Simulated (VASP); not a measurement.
# Si (P-1) in VASP: a series of runs

Si is run at these levels: PBE; tasks: single point.

Program: VASP 6.6.1. These are calculated values, not measurements. Logs are shortened: lines on timing, memory, paths and dates and some standing lists are left out, and cuts for length are marked.

## 1. The cell of the first run

The typed cell holds 1 atom: a = 2.527 Å, b = 2.516 Å, c = 2.373 Å, α = 89.79°, β = 89.43°, γ = 119.57°.

## 2. Single point, PBE

INCAR reads:

```
SYSTEM = Si
PREC     = Accurate       ! precision mode
ENCUT    = 520            ! plane-wave cutoff, eV
EDIFF    = 1E-6           ! SCF threshold, eV
ISMEAR   = 0              ! smearing method
SIGMA    = 0.15           ! smearing width, eV
LREAL    = .FALSE.        ! projectors in reciprocal space
LASPH    = .TRUE.         ! aspherical terms in the spheres
NELM     = 60             ! most SCF steps
ALGO     = Normal         ! electronic algorithm
ISIF     = 2              ! what is computed and relaxed
LWAVE    = .FALSE.        ! write WAVECAR
LCHARG   = .TRUE.         ! write CHGCAR
GGA      = PE             ! functional
LELF     = .TRUE.         ! ELF
LVHAR    = .TRUE.       
NBANDS   = 8              ! bands
```

KPOINTS reads:

```
regular mesh
0
G
  16 16 14
  0 0 0
```

POSCAR reads:

```
Si
1.0
    2.5270000000      0.0126350000      0.0126350000
   -1.2525577700      2.1821285000      0.0046247300
    0.0118650000      0.0118650000      2.3730000000
Si
1
Direct
    0.0000000000      0.0000000000      0.0000000000
```

Potentials or basis: VASP PAW PBE potentials, release 64 (Si).

On the command line:

```bash
$ cat potpaw_PBE.64/Si/POTCAR > POTCAR
$ mpirun -np 1 vasp_std > vasp.out
```

OUTCAR:

```text
SYSTEM = Si
   PREC = Accurate
   ENCUT = 520
   EDIFF = 1E-6
   ISMEAR = 0
   LREAL = .FALSE.
   LASPH = .TRUE.
   NELM = 60
   ISIF = 2
   GGA = PE

 ion  position               nearest neighbor table
   1  0.000  0.000  0.000-

  LATTYP: Found a triclinic cell.
 ALAT       =     4.3770014209
 B/A-ratio  =     0.5748386943
 C/A-ratio  =     0.5421655366
 COS(alpha) =     0.0036852523
 COS(beta)  =     0.0100244988
 COS(gamma) =     0.8647750772

  Lattice vectors:

 A1 = (   0.0218844600,   4.3768920000,   0.0218844600)
 A2 = (  -1.2525577700,   2.1821285000,   0.0046247300)
 A3 = (   0.0118650000,   0.0118650000,   2.3730000000)

Analysis of symmetry for initial positions (statically):
=====================================================================
 Subroutine PRICEL returns:
 Original cell was already a primitive cell.

 Routine SETGRP: Setting up the symmetry group for a
 triclinic supercell.

 Subroutine GETGRP returns: Found  2 space group operations
 (whereof  2 operations were pure point group operations)
 out of a pool of  2 trial point group operations.

The static configuration has the point symmetry S_2 .

Analysis of symmetry for dynamics (positions and initial velocities):
=====================================================================
 Subroutine PRICEL returns:
 Original cell was already a primitive cell.

 Routine SETGRP: Setting up the symmetry group for a
 triclinic supercell.

 Subroutine GETGRP returns: Found  2 space group operations
 (whereof  2 operations were pure point group operations)
 out of a pool of  2 trial point group operations.

The dynamic configuration has the point symmetry S_2 .

 Subroutine INISYM returns: Found  2 space group operations
 (whereof  2 operations are pure point group operations),
 and found     1 'primitive' translations

----------------------------------------------------------------------------------------

                                     Primitive cell

  volume of cell :      13.1222

  direct lattice vectors                    reciprocal lattice vectors
     2.527000000  0.012635000  0.012635000     0.394609110  0.226515107 -0.003105621
    -1.252557770  2.182128500  0.004624730    -0.002273473  0.456967983 -0.002273473
     0.011865000  0.011865000  2.373000000    -0.002096659 -0.002096659  0.421428468

  length of vectors
     2.527063174  2.516069782  2.373059324     0.455011086  0.456979293  0.421438899

  position of ions in fractional coordinates (direct lattice)
     0.000000000  0.000000000  0.000000000

  ion indices of the primitive-cell ions
   primitive index   ion index
                 1           1

----------------------------------------------------------------------------------------

 KPOINTS: regular mesh

Automatic generation of k-mesh.
 Grid dimensions read from file:
 generate k-points for:   16   16   14

 Generating k-lattice:

  Cartesian coordinates                     Fractional coordinates (reciprocal lattice)
     0.024663069  0.014157194 -0.000194101     0.062500000  0.000000000  0.000000000
    -0.000142092  0.028560499 -0.000142092     0.000000000  0.062500000  0.000000000
    -0.000149761 -0.000149761  0.030102033     0.000000000 -0.000000000  0.071428571

  Length of vectors
     0.028438193  0.028561206  0.030102778

  Shift w.r.t. Gamma in fractional coordinates (k-lattice)
     0.000000000  0.000000000  0.000000000

 Subroutine IBZKPT returns following result:
 ===========================================

 Found   1796 irreducible k-points:

 Following reciprocal coordinates:
            Coordinates               Weight
  0.000000  0.000000  0.000000      1.000000
  0.062500  0.000000  0.000000      2.000000
  0.125000  0.000000  0.000000      2.000000
  0.187500  0.000000  0.000000      2.000000
  0.250000  0.000000  0.000000      2.000000
  0.312500  0.000000  0.000000      2.000000
[... 16 lines left out ...]
 -0.187500  0.062500 -0.000000      2.000000
 -0.125000  0.062500  0.000000      2.000000
 [... further k-points ...]
   k-points           NKPTS =   1796   k-points in BZ     NKDIM =   1796   number of bands    NBANDS=      8
   number of dos      NEDOS =    301   number of ions     NIONS =      1
   total plane-waves  NPLWV =   7200
   dimension x,y,z NGX =    20 NGY =   20 NGZ =   18
   dimension x,y,z NGXF=    40 NGYF=   40 NGZF=   36
   ions per type =               1
   NGX,Y,Z   is equivalent  to a cutoff of  13.16, 13.21, 12.61 a.u.
   NGXF,Y,Z  is equivalent  to a cutoff of  26.31, 26.43, 25.22 a.u.
 SYSTEM =  Si
   PREC   = accura    normal or accurate (medium, high low for compatibility)
   ISTART =      0    job   : 0-new  1-cont  2-samecut
   ICHARG =      2    charge: 1-file 2-atom 10-const
   ISPIN  =      1    spin polarized calculation?
   LNONCOLLINEAR =      F non collinear calculations
   LSORBIT =      F    spin-orbit coupling
   LASPH  =      T    aspherical Exc in radial PAW
   ENCUT  =  520.0 eV  38.22 Ry    6.18 a.u.   4.70  4.68  4.41*2*pi/ulx,y,z
   NELM   =     60;   NELMIN=  2; NELMDL= -5     # of ELM steps
   EDIFF  = 0.1E-05   stopping-criterion for ELM
   LREAL  =      F    real-space projection
   EDIFFG = 0.1E-04   stopping-criterion for IOM
   NSW    =      0    number of steps for IOM
   IBRION =     -1    ionic relax: 0-MD 1-quasi-New 2-CG
   NFREE  =      0    steps in history (QN), initial steepest desc. (CG)
   ISIF   =      2    stress and relaxation
   ISYM   =      2    0-nonsym 1-usesym 2-fastsym
   POTIM  = 0.5000    time-step for ionic-motion
   TEBEG  =    0.0;   TEEND  =   0.0 temperature during run
   PSTRESS=    0.0 pullay stress
   NELECT =       4.0000    total number of electrons
   NUPDOWN=      -1.0000    fix difference up-down
   EMIN   =  10.00;   EMAX   =-10.00  energy-range for DOS
   EFERMI =   0.00;   METHOD = LEGACY
   ISMEAR =     0;   SIGMA  =   0.15  broadening in eV -4-tet -1-fermi 0-gaus
   EFERMI_NEDOS =   21; number of points for ismear=-14 and -15
   IALGO  =     38    algorithm
   IMIX   =      4    mixing-type and parameters
     AMIX     =   0.40;   BMIX     =  1.00
     AMIX_MAG =   1.60;   BMIX_MAG =  1.00
  volume/ion in A,a.u.               =      13.12        88.55
  Fermi-wavevector in a.u.,A,eV,Ry     =   1.101774  2.082052 16.516208  1.213907
  Thomas-Fermi vector in A             =   2.238207
   LORBIT       =      0    0 simple, 1 ext, 2 COOP (PROOUT), +10 PAW based schemes
   GGA     = PE    functional components
   LHFCALC =     F    Hartree Fock is set to
   AEXX    =    0.0000 exact exchange contribution
   IVDW    =     0    specifies the selected vdW correction
   LEPSILON=     F    determine dielectric tensor
   LRPA    =     F    only Hartree local field effects (RPA)
 non-spin polarized calculation
 Gauss-broadening in eV      SIGMA  =   0.15
  energy-cutoff  :      520.00
  volume of cell :       13.12
 maximum number of plane-waves:       368
   NGX =  9   NGY =  9   NGZ =  9

 number of electron       4.0000000 magnetization

 Free energy of the ion-electron system (eV)
  ---------------------------------------------------
  ext. energy  EPLUGINS =         0.00000000
  ---------------------------------------------------
  free energy    TOTEN  =        -5.00423483 eV

  energy without entropy =       -5.00001244  energy(sigma->0) =       -5.00212363

 E-fermi :  11.2185     XC(G=0): -11.5265

 val. band max:       11.2131841507   @ k =  -0.3125   0.0625   0.1429
 cond. band min:      11.2204668925   @ k =   0.3750   0.5000   0.4286
 fundamental gap:      0.0072827418
 Fermi energy:        11.2185145628

 k-point     1 :       0.0000    0.0000    0.0000
  band No.  band energies     occupation
      1      -3.9703      2.00000
      2      18.8025      0.00000
      3      20.1048      0.00000
      4      22.6782      0.00000
      5      22.9248      0.00000
      6      23.7295      0.00000
      7      24.0995      0.00000
      8      29.5391      0.00000

 k-point     2 :       0.0625    0.0000    0.0000
  band No.  band energies     occupation
      1      -3.8530      2.00000
      2      18.4453      0.00000
      3      20.2016      0.00000
      4      21.3609      0.00000
      5      21.8865      0.00000
      6      24.2817      0.00000
      7      25.2979      0.00000
      8      30.7453      0.00000

 k-point     3 :       0.1250    0.0000    0.0000
  band No.  band energies     occupation
      1      -3.5016      2.00000
      2      16.9623      0.00000
      3      20.0823      0.00000
      4      20.5014      0.00000
      5      20.6425      0.00000
      6      24.5312      0.00000
      7      27.1472      0.00000
      8      33.1803      0.00000

 k-point     4 :       0.1875    0.0000    0.0000
  band No.  band energies     occupation
      1      -2.9176      2.00000
      2      14.6059      0.00000
      3      19.4456      0.00000
      4      19.5807      0.00000
      5      20.9835      0.00000
      6      24.8048      0.00000
      7      29.2187      0.00000
      8      34.6360      0.00000

 k-point     5 :       0.2500    0.0000    0.0000
  band No.  band energies     occupation
      1      -2.1033      2.00000
      2      12.0983      0.00000
      3      18.6593      0.00000
      4      18.9978      0.00000
      5      21.6592      0.00000
      6      25.3484      0.00000
      7      31.4709      0.00000
      8      33.6690      0.00000
[... 177 lines left out ...]
 k-point    22 :      -0.2500    0.0625    0.0000
  band No.  band energies     occupation
      1      -2.4467      2.00000
      2      13.4093      0.00000
      3      17.0881      0.00000
      4      20.9650      0.00000
      5      21.3872      0.00000
      6      25.2770      0.00000
      7      29.6712      0.00000
      8      34.6289      0.00000

 k-point    23 :      -0.1875    0.0625   -0.0000
  band No.  band energies     occupation
      1      -3.1469      2.00000
      2      15.8450      0.00000
      3      18.1225      0.00000
      4      20.7812      0.00000
      5      21.2228      0.00000
      6      24.9622      0.00000
      7      27.7222      0.00000
      8      34.7909      0.00000

 k-point    24 :      -0.1250    0.0625    0.0000
  band No.  band energies     occupation
      1      -3.6156      2.00000
      2      17.6878      0.00000
      3      19.7117      0.00000
      4      20.3994      0.00000
      5      21.4222      0.00000
      6      24.6988      0.00000
      7      26.1675      0.00000
      8      32.7781      0.00000

 [... further k-points ...]
[... 5 lines left out ...]
  --------------------------------------------------------------------------------------
  -------------------------------------------------------------------------------------
  Total        1.7135522      1.7198561      1.6446335     -0.0015334     -0.0804356     -0.0783385
  in kB      209.2192159    209.9889006    200.8044621     -0.1872250     -9.8209322     -9.5648824
  external PRESSURE =     206.6708596 kB  Pullay stress =       0.0000000 kB

 VOLUME and BASIS-vectors are now :
 -----------------------------------------------------------------------------
  energy-cutoff  :      520.00
  volume of cell :       13.12
      direct lattice vectors                 reciprocal lattice vectors
     2.527000000  0.012635000  0.012635000     0.394609110  0.226515107 -0.003105621
    -1.252557770  2.182128500  0.004624730    -0.002273473  0.456967983 -0.002273473
     0.011865000  0.011865000  2.373000000    -0.002096659 -0.002096659  0.421428468

 POSITION                                       TOTAL-FORCE (eV/Angst)
 -----------------------------------------------------------------------------------
      0.00000      0.00000      0.00000        -0.000000      0.000000      0.000000
 -----------------------------------------------------------------------------------
    total drift:                                0.000000     -0.000000      0.000000

  FREE ENERGIE OF THE ION-ELECTRON SYSTEM (eV)
  ---------------------------------------------------
  free  energy   TOTEN  =        -5.0042348259 eV

  energy  without entropy=       -5.0000124352  energy(sigma->0) =       -5.00212363
```

Wall time 72 s (1 thread of Intel Xeon Platinum 8488C (Sapphire Rapids), shared host); peak memory 0.25 GiB.

Results:

- Free energy: -5.0042 eV
- Pressure: 20.7 GPa
- Band gap on the k mesh: zero (bands 2 and 3 overlap by 12.13 eV)

Stress tensor (GPa, compression positive):
```
20.92 -0.02 -0.96
-0.02 21.00 -0.98
-0.96 -0.98 20.08
```

Caveat: the cell stands under pressure.

## 3. Single point, PBE

INCAR reads:

```
SYSTEM = Si
  ALGO = Normal
  EDIFF = 1E-7
  ENCUT = 520
  GGA = PE
  ISIF = 2
  ISMEAR = 0
  LASPH = .True.
  LCHARG = .False.
  LREAL = .False.
  LWAVE = .False.
  NBANDS = 8
  NELM = 100
  PREC = Accurate
  SIGMA = 0.15
```

KPOINTS reads:

```
k-points
0
Gamma
  16 16 14
  0 0 0
```

POSCAR reads:

```
Si
1.0
    2.5270000000      0.0252700000      0.0252700000
   -1.2416155400      2.1758110000      0.0092494600
    0.0237300000      0.0237300000      2.3730000000
Si
1
Direct
    0.0000000000      0.0000000000      0.0000000000
```

Potentials or basis: VASP PAW PBE potentials, release 64 (Si).

On the command line:

```bash
$ cat potpaw_PBE.64/Si/POTCAR > POTCAR
$ mpirun -np 1 vasp_std > vasp.out
```

Run time: 79 s. Hardware: 1 thread of Intel Xeon Platinum 8488C (Sapphire Rapids), shared host; peak memory 0.25 GiB.

It converged, with:

* Free energy: -5.0015 eV
* Pressure: 20.7 GPa
* Band gap on the k mesh: zero (bands 2 and 3 overlap by 12.13 eV)

Stress tensor (GPa, compression positive):
```
20.82 -0.31 -1.76
-0.31 21.08 -1.82
-1.76 -1.82 20.10
```

Levels at points of the mesh, in eV from the Fermi level:
```tsv
k point	band 1	band 2	band 3	band 4	band 5	band 6	band 7
(0.00, 0.00, 0.00)	-15.19	7.59	8.89	11.34	11.83	12.34	13.07
(0.50, 0.00, 0.00)	-8.15	-7.63	6.07	6.80	14.28	15.77	18.51
(0.00, 0.50, 0.00)	-7.96	-7.57	5.68	6.58	14.48	15.85	18.54
(0.50, 0.50, 0.00)	-7.78	-7.50	5.29	6.35	14.67	15.94	18.59
(0.00, 0.00, 0.50)	-9.67	-8.03	15.31	15.55	16.06	16.10	17.18
(0.50, 0.00, 0.50)	-3.37	-2.35	-1.75	0.94	10.32	13.16	13.93
(0.00, 0.50, 0.50)	-3.26	-2.27	-1.52	0.98	9.90	12.70	13.78
(0.50, 0.50, 0.50)	-3.15	-2.18	-1.29	1.02	9.47	12.27	13.60
```

Caveat: the cell stands under pressure.
